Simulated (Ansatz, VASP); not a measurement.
NaCl: VASP beside Ansatz

```
CELL_PARAMETERS angstrom
0.00000 2.81000 2.81000
2.81000 0.00000 2.81000
2.81000 2.81000 0.00000
ATOMIC_POSITIONS crystal
Na 0.00000 0.00000 0.00000
Cl 0.50000 0.50000 0.50000
```

Alike in both runs: task single point; functional LDA; k mesh 6 × 6 × 6; occupations gaussian, width 0.1 eV; no spin polarisation.

```csv
,VASP,Ansatz
version,VASP 6.6.1,Ansatz 0.2.0
potentials or method,"VASP PAW LDA potentials, release 64 (Na_pv, Cl), cutoff 520 eV","scalar-relativistic, plane waves, PAW"
valence electrons in the cell,14,16
```

VASP gave:

| Quantity | Value |
| --- | --- |
| gap on the k mesh at the Fermi level (eV) | 4.74 |
| least direct gap on the mesh (eV) | 4.74 |
| pressure (GPa) | -2.2 |

Task: What did Ansatz give for the same quantities?

Result: gap on the k mesh at the Fermi level (eV): 4.73; least direct gap on the mesh (eV): 4.73; pressure (GPa): -2.2.

LDA's correlation is that of Perdew and Zunger in VASP and of Perdew and Wang (1992) in Ansatz. VASP's potentials hold 14 valence electrons a cell and Ansatz's 16, so a difference there can come from the potentials and not from the codes.
